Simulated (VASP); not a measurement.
# AlGa3N4 (Pm) in VASP: further runs, part 2 of 2

VASP 6.6.1.

### 3 Single point, r2SCAN (strain +0.015 along x and y, +0.030 along z)

File POSCAR:

```
AlGa3N4
1.0
    5.2160040049      0.0000000000      0.0000177042
    0.0000000000      3.2108655209      0.0000000000
   -0.0037497943      0.0000000000      5.6413044152
Al Ga N
1 3 4
Direct
    0.0005828853      0.5000000000      0.6672982354
    0.4991712869      0.5000000000      0.3350606988
    0.4992511917      0.0000000000      0.8314570704
    0.9998609984      0.0000000000      0.1661913851
    0.1194130440      0.5000000000      0.3406010344
    0.1173310426      0.0000000000      0.8259310373
    0.6202395499      0.0000000000      0.1661937141
    0.6317500112      0.5000000000      0.6672678245
```

File INCAR.step1:

```
PREC = Accurate
ENCUT = 520
ISMEAR = 0
SIGMA = 0.05
LREAL = F
LASPH = T
NELM = 80
NBANDS = 41
GGA = PE
ALGO = Normal
EDIFF = 1E-4
LWAVE = T
LCHARG = F
```

File INCAR.step2:

```
PREC = Accurate
ENCUT = 520
EDIFF = 1E-6
ISMEAR = 0
SIGMA = 0.05
LREAL = F
LASPH = T
NELM = 80
ALGO = Normal
ISIF = 2
LWAVE = F
LCHARG = F
METAGGA = R2SCAN
LMIXTAU = T
NBANDS = 41
ISTART = 1
```

File KPOINTS:

```
regular mesh
0
Gamma
  6 8 4
```

Potentials or basis: VASP PAW PBE potentials, release 64 (Al, Ga_d, N).

Command:

```sh
$ cat potpaw_PBE.64/Al/POTCAR potpaw_PBE.64/Ga_d/POTCAR potpaw_PBE.64/N/POTCAR > POTCAR
$ cp INCAR.step1 INCAR
$ mpirun -np 1 vasp_std > vasp.out
$ cp INCAR.step2 INCAR
$ mpirun -np 1 vasp_std > vasp.out
```

OUTCAR:

```text
PREC = Accurate
   ENCUT = 520
   EDIFF = 1E-6
   ISMEAR = 0
   LREAL = F
   LASPH = T
   NELM = 80
   ISIF = 2
   METAGGA = R2SCAN
   ISTART = 1

 ion  position               nearest neighbor table
   1  0.001  0.500  0.667-   8 1.92   6 1.94   6 1.94   5 1.94
   2  0.499  0.500  0.335-   7 1.97   7 1.97   5 1.98   8 2.00
   3  0.499  0.000  0.831-   8 1.98   8 1.98   7 1.99   6 1.99
   4  1.000  0.000  0.166-   7 1.98   5 1.98   5 1.98   6 2.02
   5  0.119  0.500  0.341-   1 1.94   2 1.98   4 1.98   4 1.98
   6  0.117  0.000  0.826-   1 1.94   1 1.94   3 1.99   4 2.02
   7  0.620  0.000  0.166-   2 1.97   2 1.97   4 1.98   3 1.99
   8  0.632  0.500  0.667-   1 1.92   3 1.98   3 1.98   2 2.00

  LATTYP: Found a simple monoclinic cell.
 ALAT       =     5.2160040049
 B/A-ratio  =     0.6155795735
 C/A-ratio  =     1.0815378317
 COS(beta)  =    -0.0006613091

  Lattice vectors:

 A1 = (   5.2160040049,   0.0000000000,   0.0000177042)
 A2 = (   0.0000000000,   3.2108655209,   0.0000000000)
 A3 = (  -0.0037497943,   0.0000000000,   5.6413044152)

Analysis of symmetry for initial positions (statically):
=====================================================================
 Subroutine PRICEL returns:
 Original cell was already a primitive cell.

 Routine SETGRP: Setting up the symmetry group for a
 simple monoclinic supercell.

 Subroutine GETGRP returns: Found  2 space group operations
 (whereof  2 operations were pure point group operations)
 out of a pool of  4 trial point group operations.

The static configuration has the point symmetry C_1h.

Analysis of symmetry for dynamics (positions and initial velocities):
=====================================================================
 Subroutine PRICEL returns:
 Original cell was already a primitive cell.

 Routine SETGRP: Setting up the symmetry group for a
 simple monoclinic supercell.

 Subroutine GETGRP returns: Found  2 space group operations
[... 139 lines left out ...]
   LORBIT       =      0    0 simple, 1 ext, 2 COOP (PROOUT), +10 PAW based schemes
   METAGGA = R2SCAN    functional components
   LHFCALC =     F    Hartree Fock is set to
   AEXX    =    0.0000 exact exchange contribution
   IVDW    =     0    specifies the selected vdW correction
   LEPSILON=     F    determine dielectric tensor
   LRPA    =     F    only Hartree local field effects (RPA)
 non-spin polarized calculation
 Gauss-broadening in eV      SIGMA  =   0.05
  energy-cutoff  :      520.00
  volume of cell :       94.48
 maximum number of plane-waves:      2574
   NGX = 19   NGY = 11   NGZ = 21

 number of electron      62.0000004 magnetization

 Free energy of the ion-electron system (eV)
  ---------------------------------------------------
  ext. energy  EPLUGINS =         0.00000000
  ---------------------------------------------------
  free energy    TOTEN  =       -84.75386081 eV

  energy without entropy =      -84.75386081  energy(sigma->0) =      -84.75386081

 E-fermi :   4.9520     XC(G=0): -12.0451

 val. band max:        4.7190282296   @ k =   0.0000   0.0000   0.0000
 cond. band min:       7.1564583101   @ k =   0.0000   0.0000   0.0000
 fundamental gap:      2.4374300805
 Fermi energy:         4.9520036226

 k-point     1 :       0.0000    0.0000    0.0000
  band No.  band energies     occupation
      1     -11.4704      2.00000
      2     -10.6413      2.00000
      3     -10.4509      2.00000
      4     -10.1864      2.00000
      5      -8.9493      2.00000
      6      -8.9396      2.00000
[... 1045 lines left out ...]
     40      15.1149      0.00000
     41      15.4059      0.00000

 [... further k-points ...]

------------------------ aborting loop because EDIFF is reached ----------------------------------------

  FORCE on cell =-STRESS in cart. coord.  units (eV):
  Direction    XX          YY          ZZ          XY          YZ          ZX
  --------------------------------------------------------------------------------------
  -------------------------------------------------------------------------------------
  Total       -4.8198842     -5.1568245     -7.6151936      0.0000000      0.0000000      0.0003867
  in kB      -81.7349155    -87.4487010   -129.1373777      0.0000000      0.0000000      0.0065572
  external PRESSURE =     -99.4403314 kB  Pullay stress =       0.0000000 kB

 VOLUME and BASIS-vectors are now :
 -----------------------------------------------------------------------------
  energy-cutoff  :      520.00
  volume of cell :       94.48
      direct lattice vectors                 reciprocal lattice vectors
     5.216004005  0.000000000  0.000017704     0.191717644  0.000000000  0.000127435
     0.000000000  3.210865521  0.000000000     0.000000000  0.311442505  0.000000000
    -0.003749794  0.000000000  5.641304415    -0.000000602  0.000000000  0.177263967

 POSITION                                       TOTAL-FORCE (eV/Angst)
 -----------------------------------------------------------------------------------
      0.00054      1.60543      3.76443         0.036685      0.000000     -0.095216
      2.60242      1.60543      1.89019         0.057778      0.000000      0.054596
      2.60098      0.00000      4.69051         0.067160      0.000000      0.100880
      5.21466      0.00000      0.93755         0.022297      0.000000     -0.041977
      0.62158      1.60543      1.92144        -0.069991      0.000000      0.178417
      0.60890      0.00000      4.65933        -0.073859      0.000000      0.017458
      3.23455      0.00000      0.93756        -0.044464      0.000000     -0.106760
      3.29271      1.60543      3.76427         0.004394      0.000000     -0.107399
 -----------------------------------------------------------------------------------
    total drift:                               -0.096722      0.000000      0.002079

  FREE ENERGIE OF THE ION-ELECTRON SYSTEM (eV)
  ---------------------------------------------------
  free  energy   TOTEN  =       -84.7538608095 eV

  energy  without entropy=      -84.7538608095  energy(sigma->0) =      -84.75386081
```

OUTCAR.step1:

```text
PREC = Accurate
   ENCUT = 520
   ISMEAR = 0
   LREAL = F
[... 1303 lines left out ...]
      0.62158      1.60543      1.92144        -0.086563      0.000000      0.201647
      0.60890      0.00000      4.65933        -0.098807      0.000000     -0.004460
      3.23455      0.00000      0.93756        -0.051940      0.000000     -0.107272
      3.29271      1.60543      3.76427         0.018760      0.000000     -0.102744
 -----------------------------------------------------------------------------------
    total drift:                               -0.001984      0.000000      0.002563

  FREE ENERGIE OF THE ION-ELECTRON SYSTEM (eV)
  ---------------------------------------------------
  free  energy   TOTEN  =       -51.2904684898 eV

  energy  without entropy=      -51.2904684898  energy(sigma->0) =      -51.29046849
```

OSZICAR.step1:

```text
N       E                     dE             d eps       ncg     rms          rms(c)
DAV:   1     0.633400815683E+03    0.63340E+03   -0.28154E+04  6408   0.255E+03
DAV:   2     0.565403418707E+02   -0.57686E+03   -0.53769E+03  6116   0.644E+02
DAV:   3    -0.516492396900E+02   -0.10819E+03   -0.10485E+03  6573   0.193E+02
DAV:   4    -0.592918377746E+02   -0.76426E+01   -0.75721E+01  7844   0.546E+01
DAV:   5    -0.594732355434E+02   -0.18140E+00   -0.18109E+00  6859   0.850E+00    0.156E+01
DAV:   6    -0.510301522278E+02    0.84431E+01   -0.25617E+01 10168   0.551E+01    0.449E+00
DAV:   7    -0.513318766003E+02   -0.30172E+00   -0.39959E+00  6805   0.116E+01    0.391E+00
DAV:   8    -0.513197644222E+02    0.12112E-01   -0.45999E-01  8755   0.851E+00    0.101E+00
DAV:   9    -0.512894405593E+02    0.30324E-01   -0.13666E-01  9327   0.576E+00    0.527E-01
DAV:  10    -0.512901986738E+02   -0.75811E-03   -0.16975E-02  6899   0.888E-01    0.272E-01
DAV:  11    -0.512904466209E+02   -0.24795E-03   -0.19150E-03  8391   0.880E-01    0.548E-02
DAV:  12    -0.512904684898E+02   -0.21869E-04   -0.39965E-04  6771   0.446E-01
   1 F= -.51290468E+02 E0= -.51290468E+02  d E =-.162838E-15
```

It took 19 min on 1 thread of Intel Xeon 8259CL, shared host; peak memory 0.36 GiB.

Results:

```
Free energy            : -84.7539 eV
Pressure               : -9.9 GPa
Largest force          : 0.192 eV/Å
Band gap on the k mesh : 2.44 eV
```

Forces on the atoms (eV/Å):
```
Al   0.037  0.000 -0.095
Ga   0.058  0.000  0.055
Ga   0.067  0.000  0.101
Ga   0.022  0.000 -0.042
N   -0.070  0.000  0.178
N   -0.074  0.000  0.017
N   -0.044  0.000 -0.107
N    0.004  0.000 -0.107
```

Caveat: the cell differs from its parent crystal (strain +0.015 along x and y, +0.030 along z); the cell stands under tension; the PAW data sets were made with another functional, which shifts forces and pressure a little.
